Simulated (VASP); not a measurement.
# SrO (P6_3/mmc) in VASP: further runs, part 2 of 2

VASP 6.6.1. The steps go on from the part before.

## Step 3: Relaxation of cell and atoms, LDA

This run uses another cell than the first one, of 17.29 Å³/atom.

File INCAR:

```
PREC = Accurate ; ENCUT = 600
EDIFF = 1E-7 ; ISMEAR = 0
SIGMA = 0.02 ; LREAL = F
LASPH = T ; NELM = 80
ALGO = Normal ; ISIF = 3
LWAVE = F ; LCHARG = F
GGA = CA ; IBRION = 2
NSW = 70 ; EDIFFG = -0.005
```

File KPOINTS:

```
regular mesh
0
Gamma
  9 9 4
```

File POSCAR:

```
SrO
1.0
    3.5767932952      0.0000000000      0.0000000000
   -1.7883966476      3.0975938577      0.0000000000
    0.0000000000      0.0000000000      6.2429729757
Sr O
2 2
Direct
    0.3333333333      0.6666666667      0.2500000000
    0.6666666667      0.3333333333      0.7500000000
    0.0000000000      0.0000000000      0.0000000000
    0.0000000000      0.0000000000      0.5000000000
```

Potentials or basis: VASP PAW LDA potentials, release 64 (Sr_sv, O).

Run with:

```
$ cat potpaw_LDA.64/Sr_sv/POTCAR potpaw_LDA.64/O/POTCAR > POTCAR
$ mpirun -np 1 vasp_std > vasp.out
```

OUTCAR:

```text
PREC = Accurate
   ENCUT = 600
   EDIFF = 1E-7
   ISMEAR = 0
   LREAL = F
   LASPH = T
   NELM = 80
   ISIF = 3
   GGA = CA
   IBRION = 2
   NSW = 70
   EDIFFG = -0.005

 ion  position               nearest neighbor table
   1  0.333  0.667  0.250-   3 2.59   4 2.59   3 2.59   4 2.59   3 2.59   4 2.59   2 3.74   2 3.74
                             2 3.74   2 3.74   2 3.74   2 3.74
   2  0.667  0.333  0.750-   3 2.59   4 2.59   3 2.59   4 2.59   3 2.59   4 2.59   1 3.74   1 3.74
                             1 3.74   1 3.74   1 3.74   1 3.74
   3  0.000  0.000  0.000-   1 2.59   2 2.59   1 2.59   2 2.59   2 2.59   1 2.59
   4  0.000  0.000  0.500-   1 2.59   2 2.59   1 2.59   2 2.59   2 2.59   1 2.59

  LATTYP: Found a hexagonal cell.
 ALAT       =     3.5767932952
 C/A-ratio  =     1.7454106124

  Lattice vectors:

 A1 = (   3.5767932952,   0.0000000000,   0.0000000000)
 A2 = (  -1.7883966476,   3.0975938577,   0.0000000000)
 A3 = (   0.0000000000,   0.0000000000,   6.2429729757)

Analysis of symmetry for initial positions (statically):
=====================================================================
 Subroutine PRICEL returns:
 Original cell was already a primitive cell.

 Routine SETGRP: Setting up the symmetry group for a
 hexagonal supercell.

 Subroutine GETGRP returns: Found 24 space group operations
 (whereof 12 operations were pure point group operations)
 out of a pool of 24 trial point group operations.

The static configuration has the point symmetry D_3d.
 The point group associated with its full space group is D_6h.

Analysis of symmetry for dynamics (positions and initial velocities):
=====================================================================
 Subroutine PRICEL returns:
 Original cell was already a primitive cell.

 Routine SETGRP: Setting up the symmetry group for a
 hexagonal supercell.

 Subroutine GETGRP returns: Found 24 space group operations
 (whereof 12 operations were pure point group operations)
 out of a pool of 24 trial point group operations.

[... 133 lines left out ...]
   IVDW    =     0    specifies the selected vdW correction
   LEPSILON=     F    determine dielectric tensor
   LRPA    =     F    only Hartree local field effects (RPA)
 conjugate gradient relaxation of ions
 non-spin polarized calculation
 Gauss-broadening in eV      SIGMA  =   0.02
  energy-cutoff  :      600.00
  volume of cell :       69.17
 maximum number of plane-waves:      2329
 NGX is ok and might be reduce to    30
   NGX = 15   NGY = 15   NGZ = 25

--------------------------------------- Ionic step        1  -------------------------------------------

 number of electron      32.0000001 magnetization

 Free energy of the ion-electron system (eV)
  ---------------------------------------------------
  ext. energy  EPLUGINS =         0.00000000
  ---------------------------------------------------
  free energy    TOTEN  =       -26.37510416 eV

  energy without entropy =      -26.37510416  energy(sigma->0) =      -26.37510416

------------------------ aborting loop because EDIFF is reached ----------------------------------------

  FORCE on cell =-STRESS in cart. coord.  units (eV):
  Direction    XX          YY          ZZ          XY          YZ          ZX
  --------------------------------------------------------------------------------------
  -------------------------------------------------------------------------------------
  Total       -2.6419124     -2.6419124     -2.9432356      0.0000000      0.0000000      0.0000000
  in kB      -61.1954617    -61.1954617    -68.1751087      0.0000000      0.0000000      0.0000000
  external PRESSURE =     -63.5220107 kB  Pullay stress =       0.0000000 kB
[... 139 lines left out ...]
--------------------------------------- Ionic step        5  -------------------------------------------

 number of electron      31.9999997 magnetization

 Free energy of the ion-electron system (eV)
  ---------------------------------------------------
  ext. energy  EPLUGINS =         0.00000000
  ---------------------------------------------------
  free energy    TOTEN  =       -26.48012900 eV

  energy without entropy =      -26.48012900  energy(sigma->0) =      -26.48012900

 E-fermi :   2.3156     XC(G=0): -10.7929

 val. band max:        2.2105262012   @ k =   0.0000   0.0000   0.0000
 cond. band min:       5.1320917765   @ k =   0.4444   0.0000   0.0000
 fundamental gap:      2.9215655753
 Fermi energy:         2.3155590002

 k-point     1 :       0.0000    0.0000    0.0000
  band No.  band energies     occupation
      1     -30.3311      2.00000
      2     -30.1843      2.00000
      3     -14.9011      2.00000
      4     -13.1359      2.00000
      5     -12.0179      2.00000
      6     -12.0179      2.00000
[... 541 lines left out ...]
     19       9.6166      0.00000
     20       9.6166      0.00000

 [... further k-points ...]

------------------------ aborting loop because EDIFF is reached ----------------------------------------

  FORCE on cell =-STRESS in cart. coord.  units (eV):
  Direction    XX          YY          ZZ          XY          YZ          ZX
  --------------------------------------------------------------------------------------
  -------------------------------------------------------------------------------------
  Total        0.0011990      0.0011990      0.0041851      0.0000000     -0.0000000      0.0000000
  in kB        0.0299233      0.0299233      0.1044471      0.0000000     -0.0000000      0.0000000
  external PRESSURE =       0.0547646 kB  Pullay stress =       0.0000000 kB
[... 19 lines left out ...]
  FREE ENERGIE OF THE ION-ELECTRON SYSTEM (eV)
  ---------------------------------------------------
  free  energy   TOTEN  =       -26.4801289958 eV

  energy  without entropy=      -26.4801289958  energy(sigma->0) =      -26.48012900

 reached required accuracy - stopping structural energy minimisation
```

It took 5.5 min on 1 thread of Intel Xeon 8259CL, shared host; peak memory 0.22 GiB.

Results:

```
Free energy                           : -26.4801 eV
Relaxed volume                        : 16.05 Å³/atom
Relaxed cell                          : a = 3.487 Å, b = 3.487 Å, c = 6.098 Å, α = 90.00°, β = 90.00°, γ = 120.00°
Space group after relaxing (to 0.1 Å) : P6_3/mmc (No. 194)
Energy gained by relaxing             : 26.3 meV/atom
Ionic steps                           : 5
Pressure after relaxing               : 0.0 GPa
Band gap on the k mesh                : 2.92 eV (least direct gap 3.18 eV)
```

Step by step:
```
step  energy change (eV)  largest force (eV/Å)  pressure (GPa)  volume (Å³)
   1              0.0000                0.0000           -6.35        69.17
   2             -0.0891                0.0000            2.89        62.53
   3             -0.1044                0.0000           -0.02        64.25
   4             -0.1050                0.0000            0.00        64.20
   5             -0.1050                0.0000            0.01        64.20
```

Final structure:
```yaml
crystal:
  lattice:
    - [3.48654, 0.00000, 0.00000]
    - [-1.74327, 3.01943, 0.00000]
    - [0.00000, 0.00000, 6.09814]
  atoms:
    - { symbol: Sr, position: [0.33333, 0.66667, 0.25000] }
    - { symbol: Sr, position: [0.66667, 0.33333, 0.75000] }
    - { symbol: O, position: [0.00000, 0.00000, 0.00000] }
    - { symbol: O, position: [0.00000, 0.00000, 0.50000] }
```

A k mesh can miss the band edges.
